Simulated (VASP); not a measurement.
# MgCd3S4 (P4/mmm) in VASP: further runs

The runs below take MgCd3S4 through single point, with PBE.

Everything below comes from runs of VASP 6.6.1. Logs are shortened: lines on timing, memory, paths and dates and some standing lists are left out, and cuts for length are marked.

## 1. The cell of the first run

Symmetry: P4/mmm, No. 123, tetragonal system. Conventional cell: a = 3.844 Å, b = 3.844 Å, c = 10.894 Å, α = 90.00°, β = 90.00°, γ = 90.00°. Mg (site symmetry 4/mmm) has 6 S at 2.66 to 2.72 Å within 3.5 Å. Within 3.6 Å of Cd (site symmetry 4/mmm) lie 6 S at 2.72 to 2.79 Å. Cd (site symmetry 4mm) has 6 S at 2.69 to 2.75 Å within 3.6 Å. Within 3.5 Å of S (site symmetry 4mm) lie 1 Mg at 2.66 Å and 5 Cd at 2.72 to 2.79 Å. Within 3.6 Å of S (site symmetry 4/mmm) lie 2 Cd at 2.69 Å and 4 Mg at 2.72 Å. Within 3.6 Å of S (site symmetry 4/mmm) lie 6 Cd at 2.72 to 2.75 Å.

## 2. Single point, PBE

INCAR

```
SYSTEM = MgCd3S4
ALGO = Normal ; EDIFF = 1E-6
ENCUT = 520 ; GGA = PE
ISIF = 2 ; ISMEAR = 0
LASPH = .TRUE. ; LCHARG = .TRUE.
LELF = .TRUE. ; LREAL = .FALSE.
LVHAR = .TRUE. ; LWAVE = .FALSE.
NBANDS = 41 ; NELM = 60
PREC = Accurate ; SIGMA = 0.01
```

KPOINTS

```
k-points
0
G
  10 10 4
  0 0 0
```

POSCAR

```
MgCd3S4
1.0
    3.8441901340      0.0000000000      0.0000000000
    0.0000000000      3.8441901340      0.0000000000
    0.0000000000      0.0000000000     10.8938736167
Mg Cd S
1 3 4
Direct
    0.0000000000      0.0000000000      0.5000000000
    0.0000000000      0.0000000000      0.0000000000
    0.5000000000      0.5000000000      0.2526260243
    0.5000000000      0.5000000000      0.7473739757
    0.0000000000      0.0000000000      0.2561822256
    0.5000000000      0.5000000000      0.5000000000
    0.0000000000      0.0000000000      0.7438177744
    0.5000000000      0.5000000000      0.0000000000
```

Potentials or basis: VASP PAW PBE potentials, release 64 (Mg, Cd, S).

Run with:

```
cat potpaw_PBE.64/Mg/POTCAR potpaw_PBE.64/Cd/POTCAR potpaw_PBE.64/S/POTCAR > POTCAR
mpirun -np 1 vasp_std > vasp.out
```

OUTCAR:

```text
SYSTEM = MgCd3S4
   EDIFF = 1E-6
   ENCUT = 520
   GGA = PE
   ISIF = 2
   ISMEAR = 0
   LASPH = .TRUE.
   LREAL = .FALSE.
   NELM = 60
   PREC = Accurate

 ion  position               nearest neighbor table
   1  0.000  0.000  0.500-   5 2.66   7 2.66   6 2.72   6 2.72   6 2.72   6 2.72
   2  0.000  0.000  0.000-   8 2.72   8 2.72   8 2.72   8 2.72   5 2.79   7 2.79
   3  0.500  0.500  0.253-   6 2.69   5 2.72   5 2.72   5 2.72   5 2.72   8 2.75
   4  0.500  0.500  0.747-   6 2.69   7 2.72   7 2.72   7 2.72   7 2.72   8 2.75
   5  0.000  0.000  0.256-   1 2.66   3 2.72   3 2.72   3 2.72   3 2.72   2 2.79
   6  0.500  0.500  0.500-   3 2.69   4 2.69   1 2.72   1 2.72   1 2.72   1 2.72
   7  0.000  0.000  0.744-   1 2.66   4 2.72   4 2.72   4 2.72   4 2.72   2 2.79
   8  0.500  0.500  0.000-   2 2.72   2 2.72   2 2.72   2 2.72   4 2.75   3 2.75

  LATTYP: Found a simple tetragonal cell.
 ALAT       =     3.8441901340
 C/A-ratio  =     2.8338540075

  Lattice vectors:

 A1 = (   3.8441901340,   0.0000000000,   0.0000000000)
 A2 = (   0.0000000000,   3.8441901340,   0.0000000000)
 A3 = (   0.0000000000,   0.0000000000,  10.8938736167)

Analysis of symmetry for initial positions (statically):
=====================================================================
 Subroutine PRICEL returns:
 Original cell was already a primitive cell.

 Routine SETGRP: Setting up the symmetry group for a
 simple tetragonal supercell.

 Subroutine GETGRP returns: Found 16 space group operations
 (whereof 16 operations were pure point group operations)
 out of a pool of 16 trial point group operations.

The static configuration has the point symmetry D_4h.

Analysis of symmetry for dynamics (positions and initial velocities):
=====================================================================
 Subroutine PRICEL returns:
 Original cell was already a primitive cell.

 Routine SETGRP: Setting up the symmetry group for a
 simple tetragonal supercell.

 Subroutine GETGRP returns: Found 16 space group operations
 (whereof 16 operations were pure point group operations)
 out of a pool of 16 trial point group operations.

The dynamic configuration has the point symmetry D_4h.

 Subroutine INISYM returns: Found 16 space group operations
 (whereof 16 operations are pure point group operations),
 and found     1 'primitive' translations

----------------------------------------------------------------------------------------

                                     Primitive cell

  volume of cell :     160.9875

  direct lattice vectors                    reciprocal lattice vectors
     3.844190134  0.000000000  0.000000000     0.260132815  0.000000000  0.000000000
     0.000000000  3.844190134  0.000000000     0.000000000  0.260132815  0.000000000
     0.000000000  0.000000000 10.893873617     0.000000000  0.000000000  0.091794713

  length of vectors
     3.844190134  3.844190134 10.893873617     0.260132815  0.260132815  0.091794713

  position of ions in fractional coordinates (direct lattice)
     0.000000000  0.000000000  0.500000000
     0.000000000  0.000000000  0.000000000
     0.500000000  0.500000000  0.252626024
     0.500000000  0.500000000  0.747373976
     0.000000000  0.000000000  0.256182226
     0.500000000  0.500000000  0.500000000
     0.000000000  0.000000000  0.743817774
     0.500000000  0.500000000  0.000000000

  ion indices of the primitive-cell ions
   primitive index   ion index
                 1           1
                 2           2
                 3           3
                 4           4
                 5           5
                 6           6
                 7           7
                 8           8

----------------------------------------------------------------------------------------

 KPOINTS: k-points

Automatic generation of k-mesh.
 Grid dimensions read from file:
 generate k-points for:   10   10    4

 Generating k-lattice:

  Cartesian coordinates                     Fractional coordinates (reciprocal lattice)
     0.026013281  0.000000000  0.000000000     0.100000000  0.000000000  0.000000000
     0.000000000  0.026013281  0.000000000     0.000000000  0.100000000  0.000000000
     0.000000000  0.000000000  0.022948678     0.000000000  0.000000000  0.250000000

  Length of vectors
     0.026013281  0.026013281  0.022948678

  Shift w.r.t. Gamma in fractional coordinates (k-lattice)
     0.000000000  0.000000000  0.000000000

 Subroutine IBZKPT returns following result:
 ===========================================

 Found     63 irreducible k-points:

 Following reciprocal coordinates:
            Coordinates               Weight
  0.000000  0.000000  0.000000      1.000000
  0.100000  0.000000  0.000000      4.000000
  0.200000  0.000000  0.000000      4.000000
  0.300000  0.000000  0.000000      4.000000
  0.400000  0.000000  0.000000      4.000000
  0.500000  0.000000  0.000000      2.000000
[... 16 lines left out ...]
  0.100000  0.000000  0.250000      8.000000
  0.200000  0.000000  0.250000      8.000000
 [... further k-points ...]
   k-points           NKPTS =     63   k-points in BZ     NKDIM =     63   number of bands    NBANDS=     41
   number of dos      NEDOS =    301   number of ions     NIONS =      8
   total plane-waves  NPLWV =  75600
   dimension x,y,z NGX =    30 NGY =   30 NGZ =   84
   dimension x,y,z NGXF=    60 NGYF=   60 NGZF=  168
   ions per type =               1   3   4
   NGX,Y,Z   is equivalent  to a cutoff of  12.97, 12.97, 12.82 a.u.
   NGXF,Y,Z  is equivalent  to a cutoff of  25.95, 25.95, 25.64 a.u.
 SYSTEM =  MgCd3S4
   PREC   = accura    normal or accurate (medium, high low for compatibility)
   ISTART =      0    job   : 0-new  1-cont  2-samecut
   ICHARG =      2    charge: 1-file 2-atom 10-const
   ISPIN  =      1    spin polarized calculation?
   LNONCOLLINEAR =      F non collinear calculations
   LSORBIT =      F    spin-orbit coupling
   LASPH  =      T    aspherical Exc in radial PAW
   ENCUT  =  520.0 eV  38.22 Ry    6.18 a.u.   7.15  7.15 20.26*2*pi/ulx,y,z
   NELM   =     60;   NELMIN=  2; NELMDL= -5     # of ELM steps
   EDIFF  = 0.1E-05   stopping-criterion for ELM
   LREAL  =      F    real-space projection
   EDIFFG = 0.1E-04   stopping-criterion for IOM
   NSW    =      0    number of steps for IOM
   IBRION =     -1    ionic relax: 0-MD 1-quasi-New 2-CG
   NFREE  =      0    steps in history (QN), initial steepest desc. (CG)
   ISIF   =      2    stress and relaxation
   ISYM   =      2    0-nonsym 1-usesym 2-fastsym
   POTIM  = 0.5000    time-step for ionic-motion
   TEBEG  =    0.0;   TEEND  =   0.0 temperature during run
   PSTRESS=    0.0 pullay stress
   NELECT =      62.0000    total number of electrons
   NUPDOWN=      -1.0000    fix difference up-down
   EMIN   =  10.00;   EMAX   =-10.00  energy-range for DOS
   EFERMI =   0.00;   METHOD = LEGACY
   ISMEAR =     0;   SIGMA  =   0.01  broadening in eV -4-tet -1-fermi 0-gaus
   EFERMI_NEDOS =   21; number of points for ismear=-14 and -15
   IALGO  =     38    algorithm
   IMIX   =      4    mixing-type and parameters
     AMIX     =   0.40;   BMIX     =  1.00
     AMIX_MAG =   1.60;   BMIX_MAG =  1.00
  volume/ion in A,a.u.               =      20.12       135.80
  Fermi-wavevector in a.u.,A,eV,Ry     =   1.191081  2.250817 19.302238  1.418674
  Thomas-Fermi vector in A             =   2.327151
   LORBIT       =      0    0 simple, 1 ext, 2 COOP (PROOUT), +10 PAW based schemes
   GGA     = PE    functional components
   LHFCALC =     F    Hartree Fock is set to
   AEXX    =    0.0000 exact exchange contribution
   IVDW    =     0    specifies the selected vdW correction
   LEPSILON=     F    determine dielectric tensor
   LRPA    =     F    only Hartree local field effects (RPA)
 non-spin polarized calculation
 Gauss-broadening in eV      SIGMA  =   0.01
  energy-cutoff  :      520.00
  volume of cell :      160.99
 maximum number of plane-waves:      4380
 NGX is ok and might be reduce to    30
   NGX = 15   NGY = 15   NGZ = 41

 number of electron      61.9999971 magnetization

 Free energy of the ion-electron system (eV)
  ---------------------------------------------------
  ext. energy  EPLUGINS =         0.00000000
  ---------------------------------------------------
  free energy    TOTEN  =       -25.99699251 eV

  energy without entropy =      -25.99699251  energy(sigma->0) =      -25.99699251

 E-fermi :   3.2041     XC(G=0): -10.1513

 val. band max:        3.1046067223   @ k =   0.5000   0.0000   0.0000
 cond. band min:       3.3500681072   @ k =   0.5000   0.5000   0.0000
 fundamental gap:      0.2454613849
 Fermi energy:         3.2041330010

 k-point     1 :       0.0000    0.0000    0.0000
  band No.  band energies     occupation
      1      -9.7450      2.00000
      2      -9.2114      2.00000
      3      -9.1789      2.00000
      4      -8.6203      2.00000
      5      -4.7794      2.00000
      6      -4.7020      2.00000
[... 33 lines left out ...]
     40      10.0878      0.00000
     41      11.7389      0.00000

 k-point     2 :       0.1000    0.0000    0.0000
  band No.  band energies     occupation
      1      -9.6862      2.00000
      2      -9.1617      2.00000
      3      -9.1344      2.00000
      4      -8.5993      2.00000
      5      -4.7700      2.00000
      6      -4.7203      2.00000
[... 33 lines left out ...]
     40      10.1614      0.00000
     41      11.3153      0.00000

 k-point     3 :       0.2000    0.0000    0.0000
  band No.  band energies     occupation
      1      -9.5191      2.00000
      2      -9.0243      2.00000
      3      -9.0124      2.00000
      4      -8.5488      2.00000
      5      -4.7614      2.00000
      6      -4.7592      2.00000
[... 875 lines left out ...]
      2      -9.3243      2.00000
      3      -9.0114      2.00000
      4      -8.5964      2.00000
      5      -4.7701      2.00000
      6      -4.7038      2.00000
[... 33 lines left out ...]
     40      10.4579      0.00000
     41      11.0702      0.00000

 k-point    24 :       0.2000    0.0000    0.2500
  band No.  band energies     occupation
      1      -9.4827      2.00000
      2      -9.1766      2.00000
      3      -8.9027      2.00000
      4      -8.5421      2.00000
      5      -4.7637      2.00000
      6      -4.7554      2.00000
[... 33 lines left out ...]
     40      10.4296      0.00000
     41      10.4821      0.00000

 [... further k-points ...]
[... 5 lines left out ...]
  --------------------------------------------------------------------------------------
  -------------------------------------------------------------------------------------
  Total        0.2836164      0.2836164      0.2332870      0.0000000      0.0000000     -0.0000000
  in kB        2.8226031      2.8226031      2.3217158      0.0000000      0.0000000     -0.0000000
  external PRESSURE =       2.6556407 kB  Pullay stress =       0.0000000 kB

 VOLUME and BASIS-vectors are now :
 -----------------------------------------------------------------------------
  energy-cutoff  :      520.00
  volume of cell :      160.99
      direct lattice vectors                 reciprocal lattice vectors
     3.844190134  0.000000000  0.000000000     0.260132815  0.000000000  0.000000000
     0.000000000  3.844190134  0.000000000     0.000000000  0.260132815  0.000000000
     0.000000000  0.000000000 10.893873617     0.000000000  0.000000000  0.091794713

 POSITION                                       TOTAL-FORCE (eV/Angst)
 -----------------------------------------------------------------------------------
      0.00000      0.00000      5.44694        -0.000000     -0.000000     -0.000000
      0.00000      0.00000      0.00000        -0.000000     -0.000000     -0.000000
      1.92210      1.92210      2.75208         0.000000      0.000000     -0.000753
      1.92210      1.92210      8.14180        -0.000000      0.000000      0.000753
      0.00000      0.00000      2.79082        -0.000000     -0.000000      0.029702
      1.92210      1.92210      5.44694        -0.000000     -0.000000     -0.000000
      0.00000      0.00000      8.10306        -0.000000     -0.000000     -0.029702
      1.92210      1.92210      0.00000        -0.000000     -0.000000     -0.000000
 -----------------------------------------------------------------------------------
    total drift:                                0.000000      0.000000      0.000000

  FREE ENERGIE OF THE ION-ELECTRON SYSTEM (eV)
  ---------------------------------------------------
  free  energy   TOTEN  =       -25.9969925063 eV

  energy  without entropy=      -25.9969925063  energy(sigma->0) =      -25.99699251
```

Wall time 3.1 min (1 thread of AMD EPYC 9R45 (Zen 5), shared host); peak memory 0.45 GiB.

What came out:

| Property | Result |
| --- | --- |
| Free energy | -25.9970 eV |
| Pressure | 0.3 GPa |
| Largest force | 0.030 eV/Å |
| Band gap on the k mesh | 0.25 eV, indirect (least direct gap 1.14 eV) |

Forces on the atoms (eV/Å):
```
Mg   0.000  0.000  0.000
Cd   0.000  0.000  0.000
Cd   0.000  0.000 -0.001
Cd   0.000  0.000  0.001
S    0.000  0.000  0.030
S    0.000  0.000  0.000
S    0.000  0.000 -0.030
S    0.000  0.000  0.000
```

Levels at points of the mesh, in eV from the valence-band top:
```
           k point  band 29  band 30  band 31  band 32  band 33  band 34
(0.00, 0.00, 0.00)    -0.72    -0.68    -0.68     0.46     1.23     3.13
(0.50, 0.00, 0.00)    -0.12    -0.04     0.00     3.54     3.56     4.52
(0.50, 0.50, 0.00)    -2.12    -2.12    -2.09     0.25     0.84     3.46
(0.00, 0.00, 0.50)    -1.09    -0.77    -0.77     1.00     1.54     2.47
(0.50, 0.00, 0.50)    -0.18    -0.10    -0.06     4.16     4.25     4.32
(0.50, 0.50, 0.50)    -2.44    -2.32    -2.32     1.42     1.60     1.70
```

A k mesh can miss the band edges.

## 3. Single point, PBE

INCAR

```
SYSTEM = MgCd3S4
ALGO = Normal
EDIFF = 1E-6
ENCUT = 520
GGA = PE
ISIF = 2
ISMEAR = 0
LASPH = .True.
LCHARG = .False.
LREAL = .False.
LWAVE = .False.
NBANDS = 41
NELM = 60
PREC = Accurate
SIGMA = 0.01
```

KPOINTS

```
k-points
0
Gamma
  10 10 4
  0 0 0
```

POSCAR

```
MgCd3S4
1.0
    3.8443442788      0.0000000000      0.0000000000
    0.0000000000      3.8443442788      0.0000000000
    0.0000000000      0.0000000000     10.8934764804
Mg Cd S
1 3 4
Direct
    0.0000000000      0.0000000000      0.5000000000
    0.0000000000      0.0000000000      0.0000000000
    0.5000000000      0.5000000000      0.2526377023
    0.5000000000      0.5000000000      0.7473622977
    0.0000000000      0.0000000000      0.2562682843
    0.5000000000      0.5000000000      0.5000000000
    0.0000000000      0.0000000000      0.7437317157
    0.5000000000      0.5000000000      0.0000000000
```

Potentials or basis: VASP PAW PBE potentials, release 64 (Mg, Cd, S).

Run with:

```
cat potpaw_PBE.64/Mg/POTCAR potpaw_PBE.64/Cd/POTCAR potpaw_PBE.64/S/POTCAR > POTCAR
mpirun -np 1 vasp_std > vasp.out
```

Wall time 2.8 min (1 thread of AMD EPYC 9R45 (Zen 5), shared host); peak memory 0.45 GiB.

It converged, with:

| Quantity | Value |
| --- | --- |
| Free energy | -25.9971 eV |
| Pressure | 0.3 GPa |
| Largest force | 0.024 eV/Å |
| Band gap on the k mesh | 0.25 eV, indirect (least direct gap 1.14 eV) |

Forces on the atoms (eV/Å):
```
Mg   0.000  0.000  0.000
Cd   0.000  0.000  0.000
Cd   0.000  0.000  0.000
Cd   0.000  0.000  0.000
S    0.000  0.000  0.024
S    0.000  0.000  0.000
S    0.000  0.000 -0.024
S    0.000  0.000  0.000
```

Levels at points of the mesh, in eV from the valence-band top:
| k point | band 29 | band 30 | band 31 | band 32 | band 33 | band 34 |
| --- | --- | --- | --- | --- | --- | --- |
| (0.00, 0.00, 0.00) | -0.73 | -0.68 | -0.68 | 0.46 | 1.23 | 3.13 |
| (0.50, 0.00, 0.00) | -0.12 | -0.04 | 0.00 | 3.54 | 3.56 | 4.52 |
| (0.50, 0.50, 0.00) | -2.12 | -2.12 | -2.09 | 0.25 | 0.84 | 3.46 |
| (0.00, 0.00, 0.50) | -1.09 | -0.76 | -0.76 | 0.99 | 1.54 | 2.46 |
| (0.50, 0.00, 0.50) | -0.18 | -0.10 | -0.06 | 4.16 | 4.25 | 4.32 |
| (0.50, 0.50, 0.50) | -2.44 | -2.32 | -2.32 | 1.42 | 1.60 | 1.70 |

A k mesh can miss the band edges.
